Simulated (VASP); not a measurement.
Write the native input for VASP 6.6.1 that does the following.

- Task: single point
- Functional: PBE
- Potentials or basis: VASP PAW PBE potentials, release 64 (Mg, N, Cl)
- Cutoff: 520 eV
- k mesh: 8 × 8 × 8
- Occupations: gaussian, width 0.01 eV
- Spin: no spin polarisation
- Dipole correction: no
- Further INCAR settings: ALGO = Normal; EDIFF = 1e-06; NBANDS = 16

The structure of Mg2NCl lies in POSCAR:

```
Mg2NCl
1.0
    1.6596674432      0.9582094451      6.0075602283
   -1.6596674432      0.9582094451      6.0075602283
    0.0000000000     -1.9164188902      6.0075602283
Mg N Cl
2 1 1
Direct
    0.2227874665      0.2227874665      0.2227874665
    0.7772125335      0.7772125335      0.7772125335
    0.5000000000      0.5000000000      0.5000000000
    0.0000000000      0.0000000000      0.0000000000
```

The input as run:

INCAR

```
PREC     = Accurate       # precision mode
ENCUT    = 520            # plane-wave cutoff, eV
EDIFF    = 1E-6           # SCF threshold, eV
ISMEAR   = 0              # smearing method
SIGMA    = 0.01           # smearing width, eV
LREAL    = False          # projectors in reciprocal space
LASPH    = True           # aspherical terms in the spheres
NELM     = 100            # most SCF steps
ALGO     = Normal         # electronic algorithm
ISIF     = 2              # what is computed and relaxed
LWAVE    = False          # write WAVECAR
LCHARG   = False          # write CHGCAR
GGA      = PE             # functional
NBANDS   = 16             # bands
```

KPOINTS

```
regular mesh
0
Gamma
  8 8 8
```

Potentials or basis: VASP PAW PBE potentials, release 64 (Mg, N, Cl).

The run is started by

```bash
$ cat potpaw_PBE.64/Mg/POTCAR potpaw_PBE.64/N/POTCAR potpaw_PBE.64/Cl/POTCAR > POTCAR
$ mpirun -np 1 vasp_std > vasp.out
```

It gave:

```json
{
  "Pressure": "-0.4 GPa",
  "Largest force": "0.053 eV/Å",
  "Band gap on the k mesh": "2.20 eV"
}
```

Run time: 58 s on 1 thread of Intel(R) Xeon(R) 6975P-C (Granite Rapids), on a shared host, peak memory 0.34 GiB.
